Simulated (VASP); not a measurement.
# Si62P (a cell with a defect) in VASP: notebook, part 2 of 2

VASP 6.6.1. The steps go on from the part before.

**3. Single point, PBE**

Input file INCAR:

```
ALGO     = Normal         # electronic algorithm
EDIFF    = 1E-7           # SCF threshold, eV
ENCUT    = 520            # plane-wave cutoff, eV
GGA      = PE             # functional
ISIF     = 2              # what is computed and relaxed
ISMEAR   = 0              # smearing method
LASPH    = True           # aspherical terms in the spheres
LCHARG   = False          # write CHGCAR
LREAL    = Auto         
LWAVE    = False          # write WAVECAR
NBANDS   = 164            # bands
NELECT   = 254.0        
NELM     = 60             # most SCF steps
PREC     = Accurate       # precision mode
SIGMA    = 0.02           # smearing width, eV
```

Input file KPOINTS:

```
k-points
0
Gamma
  1 1 1
```

Input file POSCAR:

```
Si62P
1.0
   10.8600000000      0.0000000000      0.0000000000
    0.0000000000     10.8600000000      0.0000000000
    0.0000000000      0.0000000000     10.8600000000
Si P
62 1
Direct
    0.5001289134      0.0002061694     -0.0002910681
    0.6238046041      0.1260860037      0.1252267956
    0.7484179558      0.2544644567      0.0021603131
    0.8768665746      0.3766844383      0.1305666667
    0.7504487109     -0.0050522099      0.2436000000
    0.8697354512      0.1185274401      0.3749044199
    0.0024232965      0.0070913444      0.0067715470
    0.1244948435      0.1371503683      0.1356240331
    0.2502197053      0.2534999079      0.0020858195
    0.3798014733      0.3798627993      0.1206625230
    0.5071838858      0.5013516575     -0.0061978821
    0.6267983425      0.6273896869      0.1290638122
    0.7513127072      0.7461517495     -0.0022823204
    0.8790961326      0.8699783610      0.1221275322
    0.2504262431      0.0035246777      0.2498197053
    0.3665384899      0.1353603131      0.3754534070
    0.4986359116      0.2526434622      0.2493561694
    0.6253646409      0.3748509208      0.3763581031
    0.7564047882      0.5023138122      0.2590297422
    0.8833716390      0.6280995396      0.3880207182
    0.4953347145      0.0056650092      0.4987604052
    0.6184324125      0.1273232044      0.6299850829
    0.7468962247      0.2437779926      0.4993756906
    0.9021338858      0.3594388582      0.5963162983
    0.7479033149      0.0022759669      0.7521914365
    0.8716546041      0.1267630755      0.8805508287
    0.0010976980      0.5000144567      0.0023331492
    0.1294630755      0.6196627993      0.1299325967
    0.2477770718      0.7492113260      0.0032627993
    0.3748191529      0.8758152855      0.1253722836
   -0.0041730203      0.2554046961      0.2685838858
    0.2470923573      0.4875529466      0.2542872928
    0.3704182320      0.6204336096      0.3720068140
    0.4967814917      0.7497570902      0.2535225599
    0.6221096685      0.8785961326      0.3731727440
   -0.0010152855     -0.0009619705      0.5013626151
    0.1257532228      0.1206168508      0.6281982505
    0.2319084715      0.2564020258      0.5004448435
    0.3679853591      0.3779104052      0.6213982505
    0.4985173112      0.5005889503      0.4993112339
    0.6297286372      0.6215720074      0.6231437385
    0.7492565378      0.7531159300      0.4998662063
    0.8731165746      0.8771220994      0.6276182320
    0.2563432781     -0.0029243094      0.7492988029
    0.3743830571      0.1271837017      0.8767632597
    0.4959986188      0.2561720994      0.7514780847
    0.6359780847      0.3807665746      0.8638855433
    0.7720481584      0.4937101289      0.7284879374
    0.8776354512      0.6214965009      0.8711695212
    0.0030278085      0.7465189687      0.2533880295
    0.1262095764      0.8769742173      0.3744978821
    0.1116888582      0.6317023020      0.6195291897
    0.2472656538      0.7474017495      0.4986780847
    0.3782889503      0.8706837937      0.6221980663
    0.0008337017      0.2448372928      0.7516705341
    0.1235114180      0.3752503683      0.8742851750
    0.2405101289      0.5032936464      0.7434848987
    0.3718204420      0.6265882136      0.8731710866
    0.5029779926      0.7462993554      0.7493613260
    0.6251894107      0.8740455801      0.8754323204
    0.0006887661      0.7560148250      0.7545564457
    0.1285135359      0.8811093002      0.8802127993
    0.0717865562      0.3800894107      0.4258862799
```

Potentials or basis: VASP PAW PBE potentials, release 64 (Si, P).

Launch:

```bash
$ cat potpaw_PBE.64/Si/POTCAR potpaw_PBE.64/P/POTCAR > POTCAR
$ mpirun -np 1 vasp_gam > vasp.out
```

OUTCAR:

```text
EDIFF = 1E-7
   ENCUT = 520
   GGA = PE
   ISIF = 2
   ISMEAR = 0
   LASPH = True
   LREAL = Auto
   NELECT = 254.0
   NELM = 60
   PREC = Accurate

 ion  position               nearest neighbor table
   1  0.500  0.000  1.000-   2 2.35  30 2.35  60 2.35  45 2.36
   2  0.624  0.126  0.125-   1 2.35  17 2.36   3 2.36   5 2.36
   3  0.748  0.254  0.002-  26 2.34   2 2.36  47 2.37   4 2.38
   4  0.877  0.377  0.131-  19 2.35  27 2.36  31 2.38   3 2.38
   5  0.750  0.995  0.244-   6 2.35  35 2.35  14 2.35   2 2.36
   6  0.870  0.119  0.375-  31 2.33  23 2.34   5 2.35  36 2.35
[... 11 lines left out ...]
  18  0.625  0.375  0.376-  40 2.35  23 2.36  17 2.36  19 2.36
  19  0.756  0.502  0.259-   4 2.35  18 2.36  20 2.39  12 2.41
  20  0.883  0.628  0.388-  42 2.33  50 2.34  19 2.39
  21  0.495  0.006  0.499-  54 2.36  22 2.36  35 2.38  16 2.39
  22  0.618  0.127  0.630-  46 2.34  23 2.36  21 2.36  25 2.36
  23  0.747  0.244  0.499-   6 2.34  24 2.35  18 2.36  22 2.36
  24  0.902  0.359  0.596-  23 2.35  55 2.35  48 2.49  63 2.62
  25  0.748  0.002  0.752-  60 2.35  43 2.35  26 2.36  22 2.36
[... 326 lines left out ...]
 Fermi energy:         6.1128470353

 k-point     1 :       0.0000    0.0000    0.0000
  band No.  band energies     occupation
      1      -6.2687      2.00000
      2      -5.6010      2.00000
      3      -5.1456      2.00000
      4      -5.1315      2.00000
      5      -5.1214      2.00000
      6      -5.0966      2.00000
[... 131 lines left out ...]
    138       6.9203      0.00000
    139       6.9302      0.00000
 [bands above 139 left out]

------------------------ aborting loop because EDIFF is reached ----------------------------------------

  FORCE on cell =-STRESS in cart. coord.  units (eV):
  Direction    XX          YY          ZZ          XY          YZ          ZX
  --------------------------------------------------------------------------------------
  -------------------------------------------------------------------------------------
  Total       15.2274950     25.2344079     15.2553416      2.8072496     -1.6746732     -4.9801834
  in kB       19.0480083     31.5656129     19.0828415      3.5115765     -2.0948415     -6.2296901
  external PRESSURE =      23.2321542 kB  Pullay stress =       0.0000000 kB

 VOLUME and BASIS-vectors are now :
 -----------------------------------------------------------------------------
  energy-cutoff  :      520.00
  volume of cell :     1280.82
      direct lattice vectors                 reciprocal lattice vectors
    10.860000000  0.000000000  0.000000000     0.092081031  0.000000000  0.000000000
     0.000000000 10.860000000  0.000000000     0.000000000  0.092081031  0.000000000
     0.000000000  0.000000000 10.860000000     0.000000000  0.000000000  0.092081031

 POSITION                                       TOTAL-FORCE (eV/Angst)
 -----------------------------------------------------------------------------------
      5.43140      0.00224     10.85684         0.003717      0.002992     -0.005196
      6.77452      1.36929      1.35996        -0.002246      0.007119      0.001536
      8.12782      2.76348      0.02346         0.000042      0.021420      0.013585
      9.52277      4.09079      1.41795         0.013195      0.008240      0.015217
      8.14987     10.80513      2.64550        -0.003002      0.008397      0.001638
      9.44533      1.28721      4.07146         0.005872     -0.001395     -0.001226
[... 55 lines left out ...]
      1.39566      9.56885      9.55911         0.000009     -0.010861     -0.006475
      0.77960      4.12777      4.62512         0.104483     -0.105856     -0.027688
 -----------------------------------------------------------------------------------
    total drift:                                0.000000      0.006246      0.016200

  FREE ENERGIE OF THE ION-ELECTRON SYSTEM (eV)
  ---------------------------------------------------
  free  energy   TOTEN  =      -326.0708174776 eV

  energy  without entropy=     -326.0708174776  energy(sigma->0) =     -326.07081748
```

stdout:

```text
POSCAR found type information on POSCAR SiP
 POSCAR found :  2 types and      63 ions
 scaLAPACK will be used
 LDA part: xc-table for (Slater+PW92), standard interpolation
 POSCAR, INCAR and KPOINTS ok, starting setup
 FFT: planning ... GRIDC
 FFT: planning ... GRID_SOFT
 FFT: planning ... GRID
 WAVECAR not read
 entering main loop
 the old and the new charge density differ
 old charge density:   253.00000 new  254.00000
    0.275E+01
```

Wall time 4.5 min (1 thread of AMD EPYC 9R45 (Zen 5), shared host); peak memory 1 GiB.

Results:

| Quantity | Value |
| --- | --- |
| Free energy | -326.0708 eV |
| Largest force | 0.151 eV/Å |

Forces in eV/Å, atoms in the order of the input:
```
Si   0.004  0.003 -0.005
Si  -0.002  0.007  0.002
Si   0.000  0.021  0.014
Si   0.013  0.008  0.015
Si  -0.003  0.008  0.002
Si   0.006 -0.001 -0.001
Si  -0.010 -0.008 -0.017
Si   0.010 -0.022 -0.028
Si   0.008  0.007 -0.003
Si  -0.005  0.004  0.006
Si  -0.008 -0.004 -0.001
Si   0.005 -0.009  0.002
Si  -0.003 -0.005 -0.002
Si  -0.008  0.005 -0.001
Si   0.003 -0.001 -0.006
Si  -0.006  0.007 -0.010
Si  -0.002  0.009 -0.002
Si   0.001  0.003  0.010
Si   0.008  0.008  0.019
Si  -0.030  0.067  0.010
Si  -0.011  0.016 -0.004
Si   0.003  0.004 -0.008
Si   0.012  0.009 -0.002
Si   0.037 -0.019 -0.008
Si  -0.009  0.010  0.008
Si  -0.012  0.009  0.012
Si   0.001  0.004 -0.001
Si   0.000  0.007  0.000
Si  -0.008  0.002  0.005
Si   0.005  0.000 -0.001
Si   0.024 -0.027 -0.011
Si  -0.017  0.006  0.004
Si   0.000 -0.001 -0.004
Si  -0.001 -0.005 -0.002
Si  -0.021  0.022 -0.005
Si  -0.002 -0.001 -0.001
Si  -0.005 -0.031  0.027
Si  -0.013 -0.032  0.032
Si   0.002 -0.006  0.006
Si  -0.004 -0.003 -0.003
Si   0.001 -0.004 -0.001
Si  -0.041  0.042  0.009
Si  -0.011  0.013  0.004
Si   0.001 -0.013  0.012
Si   0.005  0.000  0.001
Si   0.005  0.001 -0.002
Si   0.000  0.001  0.001
Si   0.008 -0.007 -0.011
Si  -0.008 -0.003 -0.003
Si  -0.003  0.010 -0.006
Si  -0.002  0.006 -0.005
Si   0.010  0.015 -0.005
Si   0.001  0.006 -0.016
Si   0.002  0.001  0.003
Si   0.004 -0.011  0.011
Si  -0.005  0.001  0.007
Si  -0.009 -0.007 -0.003
Si  -0.006  0.006  0.000
Si   0.001 -0.009 -0.003
Si  -0.002 -0.004  0.000
Si  -0.016 -0.001 -0.007
Si   0.000 -0.011 -0.006
P    0.104 -0.106 -0.028
```

Levels at points of the mesh, in eV from the Fermi level:
| k point | band 125 | band 126 | band 127 | band 128 | band 129 | band 130 |
| --- | --- | --- | --- | --- | --- | --- |
| (0.00, 0.00, 0.00) | -0.72 | -0.28 | -0.12 | 0.11 | 0.21 | 0.31 |

Caveat: the k points lie up to 0.58 Å⁻¹ apart; the cell carries a net charge on a neutralising background, which shifts energy and pressure; the cell is charged against a uniform background, so pressure and absolute levels hang on convention.
